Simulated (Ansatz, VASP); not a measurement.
LaB6 in VASP and in Ansatz

```
La B
1.0
     4.15700    0.00000    0.00000
     0.00000    4.15700    0.00000
     0.00000    0.00000    4.15700
La B
1 6
Direct
  0.00000 0.00000 0.00000
  0.19750 0.50000 0.50000
  0.50000 0.19750 0.50000
  0.80250 0.50000 0.50000
  0.50000 0.80250 0.50000
  0.50000 0.50000 0.19750
  0.50000 0.50000 0.80250
```

Alike in both runs: task relaxation of cell and atoms; functional r2SCAN; dispersion rVV10; k mesh 7 × 7 × 7; no spin polarisation.

|  | VASP | Ansatz |
| --- | --- | --- |
| version | VASP 6.6.1 | Ansatz 0.2.0 |
| potentials or method | VASP PAW PBE potentials, release 64 (La, B) | plane waves, PAW |
| plane-wave cutoff (eV) | 600 | 500 |
| occupations | fermi-dirac, width 0.1 eV | fermi-dirac |
| valence electrons in the cell | 29 | 29 |

VASP gave:

| Property | Result |
| --- | --- |
| relaxed volume (Å³/atom) | 10.20 |
| relaxed length of the cell vector where the two differ most in proportion (Å) | 4.148 |

Problem. Which values does Ansatz return?

Solution. Relaxed volume (Å³/atom): 10.19; relaxed length of the cell vector where the two differ most in proportion (Å): 4.147.

VASP's potentials were made for PBE, not for r2SCAN.

Spin-orbit coupling is off throughout.
